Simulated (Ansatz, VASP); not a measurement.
Two plane-wave programs on As

The input INCAR:

```
ALGO     = Normal         # electronic algorithm
DIPOL    = 0.5 0.5 0.336
EDIFF    = 1E-6           # SCF threshold, eV
ENCUT    = 520            # plane-wave cutoff, eV
IDIPOL   = 3            
ISIF     = 2              # what is computed and relaxed
ISMEAR   = 0              # smearing method
LASPH    = True           # aspherical terms in the spheres
LCHARG   = False          # write CHGCAR
LDIPOL   = True         
LREAL    = False          # projectors in reciprocal space
LWAVE    = False          # write WAVECAR
NBANDS   = 18             # bands
NELM     = 60             # most SCF steps
PREC     = Accurate       # precision mode
SIGMA    = 0.01           # smearing width, eV
```

KPOINTS

```
k-points
0
Gamma
  6 8 1
```

The input POSCAR:

```
As
1.0
    4.8073432907      0.0000000000      0.0000000000
    0.0000000000      3.6338988400      0.0000000000
    0.0000000000      0.0000000000     28.2703730404
As
4
Direct
    0.0760355692      0.0000000000      0.3777315134
    0.4239644308      0.5000000000      0.3777315134
    0.5760355692      0.5000000000      0.2943501734
    0.9239644308      0.0000000000      0.2943501734
```

Input for Ansatz:

```yaml
crystal:
  lattice:
    - [4.8073432907, 0.0, 0.0]
    - [0.0, 3.63389884, 0.0]
    - [0.0, 0.0, 28.2703730404]
  atoms:
    - { symbol: As, position: [0.0760355692, 0.0, 0.3777315134] }
    - { symbol: As, position: [0.4239644308, 0.5, 0.3777315134] }
    - { symbol: As, position: [0.5760355692, 0.5, 0.2943501734] }
    - { symbol: As, position: [0.9239644308, 0.0, 0.2943501734] }
  periodic: [true, true, false]
kpoints:
  mp_grid: { grid: [6, 8, 1] }
  band_path:
    path: [[0.0, 0.0, 0.0], [0.5, 0.0, 0.0], [0.5, 0.5, 0.0], [0.0, 0.5, 0.0]]
    npoints: 1
hamiltonian:
  xc: lda
scf:
  occupations: { method: fixed }
  n_extra_bands: 5
output:
  forces: true
  stress: true
  eigenvalues: true
  write_density: true
  write_potential: true
  elf: true
  volumetric_format: npy
```

Alike in both runs: task single point; functional LDA; k mesh 6 × 8 × 1; no spin polarisation.

|  | VASP | Ansatz |
| --- | --- | --- |
| version | VASP 6.6.1 | Ansatz 0.2.0 |
| potentials or method | VASP PAW LDA potentials, release 64 (As) | plane waves, PAW |
| plane-wave cutoff (eV) | 520 | 420 |
| occupations | gaussian, width 0.01 eV | fixed |
| valence electrons in the cell | 20 | 60 |

|  | VASP | Ansatz | Ansatz less VASP |
| --- | --- | --- | --- |
| gap on the k mesh at the Fermi level (eV) | 0.84 | 0.86 | +0.016 |
| rms of the force components (eV/Å) | 0.072 | 0.072 | -0.0001 |

LDA's correlation is that of Perdew and Zunger in VASP and of Perdew and Wang (1992) in Ansatz. Atom by atom the forces differ by 0.044 eV/Å (rms over components). VASP's potentials hold 20 valence electrons a cell and Ansatz's 60, so a difference there can come from the potentials and not from the codes. Ansatz's warnings: xc potential rough in thin density.
